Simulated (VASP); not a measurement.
# Si8GeSb3S2 in VASP: further runs, part 2 of 2

VASP 6.6.1. The steps go on from the part before.

### 5 Single point, PBE+D3(BJ)

This run uses another cell than the first one, of 21.41 Å³/atom, 0.884 times its volume.

INCAR

```
SYSTEM = Si8GeSb3S2
PREC = Accurate ; ENCUT = 520
EDIFF = 1E-6 ; ISMEAR = 0
SIGMA = 0.1 ; LREAL = .FALSE.
LASPH = .TRUE. ; NELM = 100
ALGO = Normal ; ISIF = 2
LWAVE = .FALSE. ; LCHARG = .FALSE.
GGA = PE ; IVDW = 12
NBANDS = 50 ; ISYM = 0
```

KPOINTS

```
Automatic mesh
0
Gamma
  2 2 2
  0.5 0.5 0.5
```

POSCAR

```
Si8GeSb3S2
1.0
    6.4993334325      0.3385744392      0.6711220509
    0.3104483664      6.4845780014     -0.0784620702
    0.6718108827     -0.0546592578      7.2000244404
Ge S Sb Si
1 2 3 8
Direct
    0.4503076473      0.5164046360      0.7646691868
    0.7157914003      0.6459427341      0.5297872804
    0.2902507819      0.5808192956      0.2999972525
    0.0152535682      0.2913680491      0.6360448705
    0.0741847257      0.3145195459      0.0152341744
    0.9220547867      0.9821230868      0.2601018521
    0.2405439670      0.7397200798      0.5818830241
    0.4731229681      0.7192849338      0.0544627752
    0.8764018975      0.8066632021      0.7142199421
    0.5570838860      0.2042498172      0.2973492854
    0.3863822017      0.0586764666      0.5634875548
    0.6351204189      0.1284351788      0.7487308775
    0.4304255321      0.0801871762      0.0431894307
    0.8378146216      0.6952403447      0.0293028627
```

Potentials or basis: VASP PAW PBE potentials, release 64 (Ge_d, S, Sb, Si).

The run is started by

```
$ cat potpaw_PBE.64/Ge_d/POTCAR potpaw_PBE.64/S/POTCAR potpaw_PBE.64/Sb/POTCAR potpaw_PBE.64/Si/POTCAR > POTCAR
$ mpirun -np 1 vasp_std > vasp.out
```

OUTCAR:

```text
SYSTEM = Si8GeSb3S2
   PREC = Accurate
   ENCUT = 520
   EDIFF = 1E-6
   ISMEAR = 0
   LREAL = .FALSE.
   LASPH = .TRUE.
   NELM = 100
   ISIF = 2
   GGA = PE
   IVDW = 12
   ISYM = 0
 IVDW          = 12

 ion  position               nearest neighbor table
   1  0.450  0.516  0.765-   2 2.41   7 2.47   8 2.50  12 2.68   5 3.17
   2  0.716  0.646  0.530-   9 2.17   1 2.41   4 3.08   6 3.17
   3  0.290  0.581  0.300-   8 2.20   7 2.22  10 2.86   5 3.28
   4  0.015  0.291  0.636-  11 2.69  12 2.78   5 2.85   2 3.08   7 3.38   9 3.39   9 3.39   6 3.54

   5  0.074  0.315  0.015-  13 2.70  14 2.77   4 2.85   6 2.94   1 3.17   3 3.28
   6  0.922  0.982  0.260-  10 2.63  14 2.65   5 2.94   2 3.17   9 3.46   4 3.54
   7  0.241  0.740  0.582-   3 2.22  11 2.36   9 2.38   1 2.47   4 3.38
   8  0.473  0.719  0.054-   3 2.20  13 2.34  14 2.35   1 2.50
   9  0.876  0.807  0.714-   2 2.17  14 2.38   7 2.38  12 2.47   4 3.39   4 3.39   6 3.46
  10  0.557  0.204  0.297-  11 2.30  13 2.32   6 2.63   3 2.86
  11  0.386  0.059  0.563-  10 2.30   7 2.36  12 2.37   4 2.69
  12  0.635  0.128  0.749-  13 2.33  11 2.37   9 2.47   1 2.68   4 2.78
  13  0.430  0.080  0.043-  10 2.32  12 2.33   8 2.34   5 2.70
  14  0.838  0.695  0.029-   8 2.35   9 2.38   6 2.65   5 2.77

IMPORTANT INFORMATION: All symmetrisations will be switched off!
NOSYMM: (Re-)initialisation of all symmetry stuff for point group C_1.

----------------------------------------------------------------------------------------

                                     Primitive cell

  volume of cell :     299.7106

  direct lattice vectors                    reciprocal lattice vectors
     6.499333433  0.338574439  0.671122051     0.155766381 -0.007633856 -0.014592008
     0.310448366  6.484578001 -0.078462070    -0.008256056  0.154630822  0.001944231
     0.671810883 -0.054659258  7.200024440    -0.014609123  0.002396645  0.140269741

  length of vectors
     6.542657910  6.492479214  7.231505337     0.156634504  0.154863274  0.141048824

  position of ions in fractional coordinates (direct lattice)
     0.450307647  0.516404636  0.764669187
[... 121 lines left out ...]

 Free energy of the ion-electron system (eV)
  ---------------------------------------------------
  ext. energy  EPLUGINS =         0.00000000
  ---------------------------------------------------
  free energy    TOTEN  =       -65.86283705 eV

  energy without entropy =      -65.84695581  energy(sigma->0) =      -65.85489643

 E-fermi :   6.7686     XC(G=0):  -9.7827

 val. band max:        6.6865913502   @ k =  -0.2500   0.2500   0.2500
 cond. band min:       6.8691388278   @ k =  -0.2500  -0.2500   0.2500
 fundamental gap:      0.1825474776
 Fermi energy:         6.7685755962

 k-point     1 :       0.2500    0.2500    0.2500
  band No.  band energies     occupation
      1     -18.1295      2.00000
      2     -18.0927      2.00000
      3     -18.0745      2.00000
      4     -18.0343      2.00000
      5     -18.0217      2.00000
      6      -7.7616      2.00000
[... 193 lines left out ...]
     47       9.9716      0.00000
     48      10.1330      0.00000
 [bands above 48 left out]

------------------------ aborting loop because EDIFF is reached ----------------------------------------

 Edisp (eV)   -5.08079

 E8    (eV) :    -2.1539

  FORCE on cell =-STRESS in cart. coord.  units (eV):
  Direction    XX          YY          ZZ          XY          YZ          ZX
  --------------------------------------------------------------------------------------
  -------------------------------------------------------------------------------------
  Total       0.07972     0.04278    -0.08863    -0.12633     0.05424     0.05786
  in kB       0.42619     0.22867    -0.47380    -0.67534     0.28995     0.30930
  external pressure =        0.06 kB  Pullay stress =        0.00 kB

 VOLUME and BASIS-vectors are now :
 -----------------------------------------------------------------------------
  energy-cutoff  :      520.00
  volume of cell :      299.71
      direct lattice vectors                 reciprocal lattice vectors
     6.499333433  0.338574439  0.671122051     0.155766381 -0.007633856 -0.014592008
     0.310448366  6.484578001 -0.078462070    -0.008256056  0.154630822  0.001944231
     0.671810883 -0.054659258  7.200024440    -0.014609123  0.002396645  0.140269741

 POSITION                                       TOTAL-FORCE (eV/Angst)
 -----------------------------------------------------------------------------------
      3.60073      3.45933      5.76733        -0.015932      0.000578      0.008180
      5.20862      4.40206      4.24418         0.021210      0.042012      0.004068
      2.26829      3.84824      2.30921         0.000500      0.054091      0.001550
      0.61689      1.85980      4.56691         0.007028      0.002931     -0.018409
      0.59003      2.06381      0.13480        -0.022514     -0.021317      0.002179
      6.47238      6.66662      2.41449         0.037842      0.010717      0.037276
      2.18394      4.84641      4.29297         0.019079      0.001699     -0.012361
      3.33487      4.82147      0.65322        -0.011278      0.003195      0.018187
      6.42628      5.48856      5.66728        -0.013069     -0.032438     -0.023467
      3.88385      1.49684      2.49877         0.002803      0.039327      0.000902
      2.90800      0.48051      4.31183        -0.003286     -0.039173      0.007601
      4.67074      1.00696      5.80705        -0.007772     -0.013160      0.000643
      2.85139      0.66335      0.59354         0.008229     -0.035368      0.003651
      5.68076      4.79040      0.71871        -0.022840     -0.013094     -0.029999
 -----------------------------------------------------------------------------------
    total drift:                                0.000207     -0.000426     -0.000254

  FREE ENERGIE OF THE ION-ELECTRON SYSTEM (eV)
  ---------------------------------------------------
  free  energy   TOTEN  =       -70.9436297889 eV

  energy  without entropy=      -70.9277485549  energy(sigma->0) =      -70.93568917
```

OSZICAR:

```text
N       E                     dE             d eps       ncg     rms          rms(c)
DAV:   1     0.506519294280E+03    0.50652E+03   -0.27877E+04   496   0.159E+03
DAV:   2     0.104638686710E+02   -0.49606E+03   -0.46982E+03   456   0.407E+02
DAV:   3    -0.626045203872E+02   -0.73068E+02   -0.70842E+02   456   0.115E+02
DAV:   4    -0.672692673757E+02   -0.46647E+01   -0.46085E+01   520   0.352E+01
DAV:   5    -0.673989879596E+02   -0.12972E+00   -0.12939E+00   496   0.581E+00    0.159E+01
DAV:   6    -0.660005989501E+02    0.13984E+01   -0.27384E+00   488   0.613E+00    0.932E+00
DAV:   7    -0.658783660470E+02    0.12223E+00   -0.16603E+00   504   0.417E+00    0.268E+00
DAV:   8    -0.658608543817E+02    0.17512E-01   -0.22958E-01   456   0.194E+00    0.133E+00
DAV:   9    -0.658627025401E+02   -0.18482E-02   -0.32144E-02   488   0.676E-01    0.426E-01
DAV:  10    -0.658626996190E+02    0.29211E-05   -0.27746E-03   496   0.213E-01    0.196E-01
DAV:  11    -0.658628004375E+02   -0.10082E-03   -0.71802E-04   480   0.101E-01    0.663E-02
DAV:  12    -0.658628189875E+02   -0.18550E-04   -0.10435E-04   488   0.401E-02    0.456E-02
DAV:  13    -0.658628350452E+02   -0.16058E-04   -0.27187E-05   464   0.206E-02    0.112E-02
DAV:  14    -0.658628365303E+02   -0.14851E-05   -0.24570E-06   360   0.655E-03    0.451E-03
DAV:  15    -0.658628370463E+02   -0.51606E-06   -0.48065E-07   296   0.316E-03
   1 F= -.70943630E+02 E0= -.70935689E+02  d E =-.158812E-01
```

Wall time 92 s (1 thread of Intel Xeon Platinum 8488C (Sapphire Rapids), shared host); peak memory 0.37 GiB.

Results:

```yaml
Free_energy: -70.9436 eV
Pressure: 0.0 GPa
Largest_force: 0.054 eV/Å
Dispersion_energy_per_atom: -0.363 eV
```

Forces in eV/Å, atoms in the order of the input:
```
Ge  -0.016  0.001  0.008
S    0.021  0.042  0.004
S    0.001  0.054  0.002
Sb   0.007  0.003 -0.018
Sb  -0.023 -0.021  0.002
Sb   0.038  0.011  0.037
Si   0.019  0.002 -0.012
Si  -0.011  0.003  0.018
Si  -0.013 -0.032 -0.023
Si   0.003  0.039  0.001
Si  -0.003 -0.039  0.008
Si  -0.008 -0.013  0.001
Si   0.008 -0.035  0.004
Si  -0.023 -0.013 -0.030
```

Caveat: the k points lie up to 0.49 Å⁻¹ apart; spin-orbit coupling is left out, which moves the levels of the heavy elements.
